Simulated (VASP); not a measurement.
# Ru (P6_3/mmc) in VASP: further runs

The runs below take Ru through relaxation of cell and atoms, with PBE.

All numbers are computed with VASP 6.6.1; they aren't measurements. Logs are shortened: lines on timing, memory, paths and dates and some standing lists are left out, and cuts for length are marked.

### 1 The cell of the first run

It takes space group P6_3/mmc (No. 194, hexagonal). The conventional cell has a = 2.320 Å, b = 2.320 Å, c = 3.716 Å, α = 90.00°, β = 90.00°, γ = 120.00°. Within 3.0 Å of Ru (site symmetry -6m2) lie 12 Ru at 2.29 to 2.32 Å.

### 2 Relaxation of cell and atoms, PBE, target pressure 420 GPa, at which the enthalpy is minimised

INCAR reads:

```
SYSTEM = Ru
PREC = Accurate
ENCUT = 600
EDIFF = 1E-6
ISMEAR = -1
SIGMA = 0.08
LREAL = .False.
LASPH = .True.
NELM = 60
ALGO = Normal
ISIF = 3
LWAVE = .False.
LCHARG = .False.
GGA = PE
IBRION = 2
NSW = 32
EDIFFG = -0.005
PSTRESS = 4200.0
```

KPOINTS reads:

```
regular mesh
0
Gamma
  19 19 10
  0 0 0
```

POSCAR reads:

```
Ru
1.0
    2.3203690898      0.0000000000      0.0000000000
   -1.1601845449      2.0094985779      0.0000000000
    0.0000000000      0.0000000000      3.7164762457
Ru
2
Direct
    0.3333333333      0.6666666667      0.2500000000
    0.6666666667      0.3333333333      0.7500000000
```

Potentials or basis: VASP PAW PBE potentials, release 64 (Ru_pv).

Run with:

```console
$ cat potpaw_PBE.64/Ru_pv/POTCAR > POTCAR
$ mpirun -np 1 vasp_std > vasp.out
```

OUTCAR:

```text
SYSTEM = Ru
   PREC = Accurate
   ENCUT = 600
   EDIFF = 1E-6
   ISMEAR = -1
   LREAL = .False.
   LASPH = .True.
   NELM = 60
   ISIF = 3
   GGA = PE
   IBRION = 2
   NSW = 32
   EDIFFG = -0.005
   PSTRESS = 4200.0

 ion  position               nearest neighbor table
   1  0.333  0.667  0.250-   2 2.29   2 2.29   2 2.29   2 2.29   2 2.29   2 2.29   2 3.26   2 3.26
                             2 3.26   2 3.26   2 3.26   2 3.26
   2  0.667  0.333  0.750-   1 2.29   1 2.29   1 2.29   1 2.29   1 2.29   1 2.29   1 3.26   1 3.26
                             1 3.26   1 3.26   1 3.26   1 3.26

  LATTYP: Found a hexagonal cell.
 ALAT       =     2.3203690898
 C/A-ratio  =     1.6016746051

  Lattice vectors:

 A1 = (   2.3203690898,   0.0000000000,   0.0000000000)
 A2 = (  -1.1601845449,   2.0094985779,   0.0000000000)
 A3 = (   0.0000000000,   0.0000000000,   3.7164762457)

Analysis of symmetry for initial positions (statically):
=====================================================================
 Subroutine PRICEL returns:
 Original cell was already a primitive cell.

 Routine SETGRP: Setting up the symmetry group for a
 hexagonal supercell.

 Subroutine GETGRP returns: Found 24 space group operations
 (whereof 12 operations were pure point group operations)
 out of a pool of 24 trial point group operations.

The static configuration has the point symmetry D_3d.
 The point group associated with its full space group is D_6h.

Analysis of symmetry for dynamics (positions and initial velocities):
=====================================================================
 Subroutine PRICEL returns:
 Original cell was already a primitive cell.

 Routine SETGRP: Setting up the symmetry group for a
 hexagonal supercell.

 Subroutine GETGRP returns: Found 24 space group operations
 (whereof 12 operations were pure point group operations)
 out of a pool of 24 trial point group operations.

The dynamic configuration has the point symmetry D_3d.
 The point group associated with its full space group is D_6h.

 Subroutine INISYM returns: Found 24 space group operations
 (whereof 12 operations are pure point group operations),
 and found     1 'primitive' translations

----------------------------------------------------------------------------------------

                                     Primitive cell

  volume of cell :      17.3291

  direct lattice vectors                    reciprocal lattice vectors
     2.320369090  0.000000000  0.000000000     0.430965920  0.248818290  0.000000000
    -1.160184545  2.009498578  0.000000000     0.000000000  0.497636580  0.000000000
     0.000000000  0.000000000  3.716476246     0.000000000  0.000000000  0.269072082

  length of vectors
     2.320369090  2.320369090  3.716476246     0.497636580  0.497636580  0.269072082

  position of ions in fractional coordinates (direct lattice)
     0.333333333  0.666666667  0.250000000
     0.666666667  0.333333333  0.750000000

  ion indices of the primitive-cell ions
   primitive index   ion index
                 1           1
                 2           2

----------------------------------------------------------------------------------------

 KPOINTS: regular mesh

Automatic generation of k-mesh.
 Grid dimensions read from file:
 generate k-points for:   19   19   10

 Generating k-lattice:

  Cartesian coordinates                     Fractional coordinates (reciprocal lattice)
     0.022682417  0.013095699  0.000000000     0.052631579  0.000000000  0.000000000
     0.000000000  0.026191399  0.000000000     0.000000000  0.052631579  0.000000000
     0.000000000  0.000000000  0.026907208     0.000000000  0.000000000  0.100000000

  Length of vectors
     0.026191399  0.026191399  0.026907208

  Shift w.r.t. Gamma in fractional coordinates (k-lattice)
     0.000000000  0.000000000  0.000000000

 Subroutine IBZKPT returns following result:
 ===========================================

 Found    240 irreducible k-points:

 Following reciprocal coordinates:
            Coordinates               Weight
  0.000000  0.000000  0.000000      1.000000
  0.052632  0.000000  0.000000      6.000000
  0.105263  0.000000  0.000000      6.000000
  0.157895  0.000000  0.000000      6.000000
  0.210526  0.000000  0.000000      6.000000
  0.263158  0.000000  0.000000      6.000000
[... 16 lines left out ...]
  0.263158  0.105263  0.000000     12.000000
  0.315789  0.105263  0.000000     12.000000
 [... further k-points ...]
   k-points           NKPTS =    240   k-points in BZ     NKDIM =    240   number of bands    NBANDS=     18
   number of dos      NEDOS =    301   number of ions     NIONS =      2
   total plane-waves  NPLWV =  12000
   dimension x,y,z NGX =    20 NGY =   20 NGZ =   30
   dimension x,y,z NGXF=    40 NGYF=   40 NGZF=   60
   ions per type =               2
   NGX,Y,Z   is equivalent  to a cutoff of  14.33, 14.33, 13.42 a.u.
   NGXF,Y,Z  is equivalent  to a cutoff of  28.66, 28.66, 26.84 a.u.
 SYSTEM =  Ru
   PREC   = accura    normal or accurate (medium, high low for compatibility)
   ISTART =      0    job   : 0-new  1-cont  2-samecut
   ICHARG =      2    charge: 1-file 2-atom 10-const
   ISPIN  =      1    spin polarized calculation?
   LNONCOLLINEAR =      F non collinear calculations
   LSORBIT =      F    spin-orbit coupling
   LASPH  =      T    aspherical Exc in radial PAW
   ENCUT  =  600.0 eV  44.10 Ry    6.64 a.u.   4.63  4.63  7.42*2*pi/ulx,y,z
   NELM   =     60;   NELMIN=  2; NELMDL= -5     # of ELM steps
   EDIFF  = 0.1E-05   stopping-criterion for ELM
   LREAL  =      F    real-space projection
   EDIFFG = -.5E-02   stopping-criterion for IOM
   NSW    =     32    number of steps for IOM
   IBRION =      2    ionic relax: 0-MD 1-quasi-New 2-CG
   NFREE  =      1    steps in history (QN), initial steepest desc. (CG)
   ISIF   =      3    stress and relaxation
   ISYM   =      2    0-nonsym 1-usesym 2-fastsym
   POTIM  = 0.5000    time-step for ionic-motion
   TEBEG  =    0.0;   TEEND  =   0.0 temperature during run
   PSTRESS= 4200.0 pullay stress
   NELECT =      28.0000    total number of electrons
   NUPDOWN=      -1.0000    fix difference up-down
   EMIN   =  10.00;   EMAX   =-10.00  energy-range for DOS
   EFERMI =   0.00;   METHOD = LEGACY
   ISMEAR =    -1;   SIGMA  =   0.08  broadening in eV -4-tet -1-fermi 0-gaus
   EFERMI_NEDOS =   21; number of points for ismear=-14 and -15
   IALGO  =     38    algorithm
   IMIX   =      4    mixing-type and parameters
     AMIX     =   0.40;   BMIX     =  1.00
     AMIX_MAG =   1.60;   BMIX_MAG =  1.00
  volume/ion in A,a.u.               =       8.66        58.47
  Fermi-wavevector in a.u.,A,eV,Ry     =   1.921036  3.630231 50.210649  3.690379
  Thomas-Fermi vector in A             =   2.955436
   LORBIT       =      0    0 simple, 1 ext, 2 COOP (PROOUT), +10 PAW based schemes
   GGA     = PE    functional components
   LHFCALC =     F    Hartree Fock is set to
   AEXX    =    0.0000 exact exchange contribution
   IVDW    =     0    specifies the selected vdW correction
   LEPSILON=     F    determine dielectric tensor
   LRPA    =     F    only Hartree local field effects (RPA)
 conjugate gradient relaxation of ions
 non-spin polarized calculation
  energy-cutoff  :      600.00
  volume of cell :       17.33
 maximum number of plane-waves:       592
 NGX is ok and might be reduce to    20
   NGX =  9   NGY =  9   NGZ = 15

--------------------------------------- Ionic step        1  -------------------------------------------

 number of electron      27.9999996 magnetization

 Free energy of the ion-electron system (eV)
  ---------------------------------------------------
  ext. energy  EPLUGINS =         0.00000000
  ---------------------------------------------------
  free energy    TOTEN  =        -9.63019167 eV

  energy without entropy =       -9.61524132  energy(sigma->0) =       -9.62271649

------------------------ aborting loop because EDIFF is reached ----------------------------------------

  FORCE on cell =-STRESS in cart. coord.  units (eV):
  Direction    XX          YY          ZZ          XY          YZ          ZX
  --------------------------------------------------------------------------------------
  -------------------------------------------------------------------------------------
  Total       46.1066098     46.1066098     46.1426510     -0.0000000      0.0000000     -0.0000000
  in kB     4262.8262969   4262.8262968   4266.1585177     -0.0000000      0.0000000     -0.0000000
  external PRESSURE =      63.9370371 kB  Pullay stress =    4200.0000000 kB
[... 99 lines left out ...]
  enthalpy is  TOTEN    =        35.7957129275 eV   P V=       45.5875446152

--------------------------------------- Ionic step        4  -------------------------------------------

 number of electron      27.9999996 magnetization

 Free energy of the ion-electron system (eV)
  ---------------------------------------------------
  ext. energy  EPLUGINS =         0.00000000
  ---------------------------------------------------
  free energy    TOTEN  =        -9.78730963 eV

  energy without entropy =       -9.77235197  energy(sigma->0) =       -9.77983080

 E-fermi :  22.9544     XC(G=0): -17.0645

 val. band max:       22.9502544401   @ k =   0.4211   0.1579   0.3000
 cond. band min:      22.9963475529   @ k =   0.3684   0.1053   0.4000
 fundamental gap:      0.0460931129
 Fermi energy:        22.9543724448

 k-point     1 :       0.0000    0.0000    0.0000
  band No.  band energies     occupation
      1     -23.8583      2.00000
      2     -20.2042      2.00000
      3     -20.2042      2.00000
      4     -19.6228      2.00000
      5     -19.6228      2.00000
      6     -19.5100      2.00000
[... 10 lines left out ...]
     17      24.9459      0.00000
     18      25.5857      0.00000
[... 466 lines left out ...]
      2     -22.3954      2.00000
      3     -22.2014      2.00000
      4     -21.1370      2.00000
      5     -20.3325      2.00000
      6     -20.2311      2.00000
[... 10 lines left out ...]
     17      27.5328      0.00000
     18      33.0000      0.00000

 [... further k-points ...]

------------------------ aborting loop because EDIFF is reached ----------------------------------------

  FORCE on cell =-STRESS in cart. coord.  units (eV):
  Direction    XX          YY          ZZ          XY          YZ          ZX
  --------------------------------------------------------------------------------------
  -------------------------------------------------------------------------------------
  Total       45.5813915     45.5813915     45.5860170     -0.0000000      0.0000000     -0.0000000
  in kB     4199.8497864   4199.8497863   4200.2759772     -0.0000000      0.0000000     -0.0000000
  external PRESSURE =      -0.0081500 kB  Pullay stress =    4200.0000000 kB
[... 17 lines left out ...]
  FREE ENERGIE OF THE ION-ELECTRON SYSTEM (eV)
  ---------------------------------------------------
  free  energy   TOTEN  =        -9.7873096312 eV

  energy  without entropy=       -9.7723519731  energy(sigma->0) =       -9.77983080

  enthalpy is  TOTEN    =        35.7957121732 eV   P V=       45.5830218045

 reached required accuracy - stopping structural energy minimisation
```

It took 4.3 min on 1 thread of Intel Xeon 8259CL, shared host; peak memory 0.2 GiB.

What came out:

```
Free energy                                                : -9.7873 eV
Relaxed volume                                             : 8.69 Å³/atom
Relaxed cell                                               : a = 2.323 Å, b = 2.323 Å, c = 3.721 Å, α = 90.00°, β = 90.00°, γ = 120.00°
Space group after relaxing (to 0.1 Å)                      : P6_3/mmc (No. 194)
Energy change on relaxing (the run minimises the enthalpy) : -78.6 meV/atom
Ionic steps                                                : 4
Pressure after relaxing                                    : 420.0 GPa
Band gap on the k mesh                                     : zero (bands 14 and 15 overlap by 6.17 eV)
```

Step by step:
```
step  energy change (eV)  largest force (eV/Å)  pressure (GPa)  volume (Å³)
   1              0.0000                0.0000          426.39        17.33
   2             -2.1018                0.0000          340.52        18.21
   3             -0.1616                0.0000          419.81        17.39
   4             -0.1571                0.0000          420.00        17.39
```

Final structure:
```
CELL_PARAMETERS angstrom
2.32298 0.00000 0.00000
-1.16149 2.01176 0.00000
0.00000 0.00000 3.72087
ATOMIC_POSITIONS crystal
Ru 0.33333 0.66667 0.25000
Ru 0.66667 0.33333 0.75000
```

Caveat: the cell is relaxed towards a set pressure, so the run minimises the enthalpy, not the energy.

### 3 Relaxation of cell and atoms, PBE, target pressure 420 GPa, at which the enthalpy is minimised

This run uses another cell than the first one, of 8.76 Å³/atom.

INCAR reads:

```
SYSTEM = Ru
  PREC = Accurate
  ENCUT = 600
  EDIFF = 1E-7
  ISMEAR = -1
  SIGMA = 0.08
  LREAL = .FALSE.
  LASPH = .TRUE.
  NELM = 60
  ALGO = Normal
  ISIF = 3
  LWAVE = .FALSE.
  LCHARG = .FALSE.
  GGA = PE
  IBRION = 2
  NSW = 60
  EDIFFG = -0.005
  PSTRESS = 4200.0
```

KPOINTS reads:

```
Automatic mesh
0
G
  19 19 10
  0 0 0
```

POSCAR reads:

```
Ru
1.0
    2.3200166573      0.0000000000      0.0000000000
   -1.1600083287      2.0091933624      0.0000000000
    0.0000000000      0.0000000000      3.7584269848
Ru
2
Direct
    0.3333333333      0.6666666667      0.2500000000
    0.6666666667      0.3333333333      0.7500000000
```

Potentials or basis: VASP PAW PBE potentials, release 64 (Ru_pv).

Run with:

```console
$ cat potpaw_PBE.64/Ru_pv/POTCAR > POTCAR
$ mpirun -np 1 vasp_std > vasp.out
```

OUTCAR:

```text
SYSTEM = Ru
   PREC = Accurate
   ENCUT = 600
   EDIFF = 1E-7
   ISMEAR = -1
   LREAL = .FALSE.
   LASPH = .TRUE.
   NELM = 60
   ISIF = 3
   GGA = PE
   IBRION = 2
   NSW = 60
   EDIFFG = -0.005
   PSTRESS = 4200.0

 ion  position               nearest neighbor table
   1  0.333  0.667  0.250-   2 2.31   2 2.31   2 2.31   2 2.31   2 2.31   2 2.31   2 3.27   2 3.27
                             2 3.27   2 3.27   2 3.27   2 3.27
   2  0.667  0.333  0.750-   1 2.31   1 2.31   1 2.31   1 2.31   1 2.31   1 2.31   1 3.27   1 3.27
                             1 3.27   1 3.27   1 3.27   1 3.27

  LATTYP: Found a hexagonal cell.
 ALAT       =     2.3200166573
 C/A-ratio  =     1.6200000000

  Lattice vectors:

 A1 = (   2.3200166573,   0.0000000000,   0.0000000000)
 A2 = (  -1.1600083287,   2.0091933624,   0.0000000000)
 A3 = (   0.0000000000,   0.0000000000,   3.7584269848)

Analysis of symmetry for initial positions (statically):
=====================================================================
 Subroutine PRICEL returns:
 Original cell was already a primitive cell.

 Routine SETGRP: Setting up the symmetry group for a
 hexagonal supercell.

 Subroutine GETGRP returns: Found 24 space group operations
 (whereof 12 operations were pure point group operations)
 out of a pool of 24 trial point group operations.

[... 274 lines left out ...]

  enthalpy is  TOTEN    =        35.7986957544 eV   P V=       45.5226815338

[... ionic steps 4 to 9 ...]

--------------------------------------- Ionic step       10  -------------------------------------------

 number of electron      27.9999996 magnetization

------------------------ aborting loop because EDIFF is reached ----------------------------------------
[... 71 lines left out ...]
--------------------------------------- Ionic step       12  -------------------------------------------

 number of electron      27.9999996 magnetization

 Free energy of the ion-electron system (eV)
  ---------------------------------------------------
  ext. energy  EPLUGINS =         0.00000000
  ---------------------------------------------------
  free energy    TOTEN  =        -9.78818734 eV

  energy without entropy =       -9.77322920  energy(sigma->0) =       -9.78070827

 E-fermi :  22.9540     XC(G=0): -17.0644

 val. band max:       22.9498161087   @ k =   0.4211   0.1579   0.3000
 cond. band min:      22.9961141752   @ k =   0.3684   0.1053   0.4000
 fundamental gap:      0.0462980665
 Fermi energy:        22.9539581713

 k-point     1 :       0.0000    0.0000    0.0000
  band No.  band energies     occupation
      1     -23.8584      2.00000
      2     -20.2043      2.00000
      3     -20.2043      2.00000
      4     -19.6231      2.00000
      5     -19.6231      2.00000
      6     -19.5104      2.00000
[... 481 lines left out ...]
      5     -20.3328      2.00000
      6     -20.2314      2.00000
[... 10 lines left out ...]
     17      27.5326      0.00000
     18      33.0006      0.00000

 [... further k-points ...]

------------------------ aborting loop because EDIFF is reached ----------------------------------------

  FORCE on cell =-STRESS in cart. coord.  units (eV):
  Direction    XX          YY          ZZ          XY          YZ          ZX
  --------------------------------------------------------------------------------------
  -------------------------------------------------------------------------------------
  Total       45.5826015     45.5826015     45.5815592     -0.0000000     -0.0000000     -0.0000000
  in kB     4199.9050260   4199.9050257   4199.8089913     -0.0000003     -0.0000000     -0.0000000
  external PRESSURE =      -0.1269857 kB  Pullay stress =    4200.0000000 kB
[... 21 lines left out ...]
  energy  without entropy=       -9.7732291971  energy(sigma->0) =       -9.78070827

  enthalpy is  TOTEN    =        35.7954449596 eV   P V=       45.5836323034

 reached required accuracy - stopping structural energy minimisation
```

Wall time 12 min (1 thread of Intel Xeon 8259CL, shared host); peak memory 0.21 GiB.

What came out:

```yaml
Free_energy: -9.7882 eV
Relaxed_volume: 8.69 Å³/atom
Relaxed_cell: a = 2.323 Å, b = 2.323 Å, c = 3.721 Å, α = 90.00°, β = 90.00°, γ = 120.00°
Space_group_after_relaxing_to_0.1_Å: P6_3/mmc (No. 194)
Energy_change_on_relaxing_the_run_minimises_the_enthalpy: +163.7 meV/atom
Ionic_steps: 12
Pressure_after_relaxing: 420.0 GPa
Band_gap_on_the_k_mesh: zero (bands 14 and 15 overlap by 6.17 eV)
```

Step by step:
| step | energy change (eV) | largest force (eV/Å) | pressure (GPa) | volume (Å³) |
| --- | --- | --- | --- | --- |
| 1 | 0.0000 | 0.0000 | 406.07 | 17.52 |
| 2 | 6.3256 | 0.0000 | 659.96 | 15.64 |
| 3 | 0.3916 | 0.0000 | 422.30 | 17.37 |
| 4 | 0.4318 | 0.0000 | 423.96 | 17.35 |
| 5 | -0.0721 | 0.0000 | 403.44 | 17.56 |
| 6 | 0.3214 | 0.0000 | 419.75 | 17.39 |
| 7 | 0.3236 | 0.0000 | 419.83 | 17.39 |
| 8 | 0.3657 | 0.0000 | 421.55 | 17.37 |
| 9 | 0.3295 | 0.0000 | 420.08 | 17.39 |
| 10 | 0.3291 | 0.0000 | 420.07 | 17.39 |
| 11 | 0.3226 | 0.0000 | 419.81 | 17.39 |
| 12 | 0.3274 | 0.0000 | 419.99 | 17.39 |

Final structure:
```
CELL_PARAMETERS angstrom
2.32296 0.00000 0.00000
-1.16148 2.01174 0.00000
0.00000 0.00000 3.72097
ATOMIC_POSITIONS crystal
Ru 0.33333 0.66667 0.25000
Ru 0.66667 0.33333 0.75000
```

Levels at points of the mesh, in eV from the Fermi level:
| k point | band 11 | band 12 | band 13 | band 14 | band 15 | band 16 | band 17 | band 18 |
| --- | --- | --- | --- | --- | --- | --- | --- | --- |
| (0.00, 0.00, 0.00) | -5.03 | -3.87 | -3.87 | -2.67 | -2.67 | 1.99 | 1.99 | 2.63 |
| (0.00, 0.00, 0.50) | -5.41 | -5.41 | -3.86 | -3.86 | 0.99 | 0.99 | 0.99 | 0.99 |

Caveat: the cell is relaxed towards a set pressure, so the run minimises the enthalpy, not the energy.
